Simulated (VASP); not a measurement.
CaSn2, 3 atoms in the cell. It takes space group Fm-3m (No. 225, cubic). The conventional cell has a = 7.296 Å, b = 7.296 Å, c = 7.296 Å, α = 90.00°, β = 90.00°, γ = 90.00°. Within 4.2 Å of Ca (site symmetry m-3m) lie 8 Sn at 3.16 Å. Sn (site symmetry -43m) has 4 Ca at 3.16 Å and 6 Sn at 3.65 Å within 4.2 Å. 

| Quantity | Value |
| --- | --- |
| Program | VASP 6.6.1 |
| Task | single point |
| Functional | PBE |
| Potentials or basis | VASP PAW PBE potentials, release 64 (Ca_sv, Sn_d) |
| Cutoff | 520 eV |
| k mesh | 12 × 12 × 12 |
| Occupations | gaussian, width 0.1 eV |
| Spin | no spin polarisation |
| Dipole correction | no |
| Further INCAR settings | ALGO = Fast; EDIFF = 1e-06; NBANDS = 26 |

Potentials or basis: VASP PAW PBE potentials, release 64 (Ca_sv, Sn_d).

Run with:

```console
$ cat potpaw_PBE.64/Ca_sv/POTCAR potpaw_PBE.64/Sn_d/POTCAR > POTCAR
$ mpirun -np 1 vasp_std > vasp.out
```

Hardware: 1 thread of Intel(R) Xeon(R) Platinum 8488C (Sapphire Rapids), with other jobs on the host.

Question: How long does it take, and how much memory?

Answer: It took 4.6 min on 1 thread of Intel(R) Xeon(R) Platinum 8488C (Sapphire Rapids), with other jobs on the host, peak memory 0.35 GiB. Counts: scf iterations 24, k points 72.
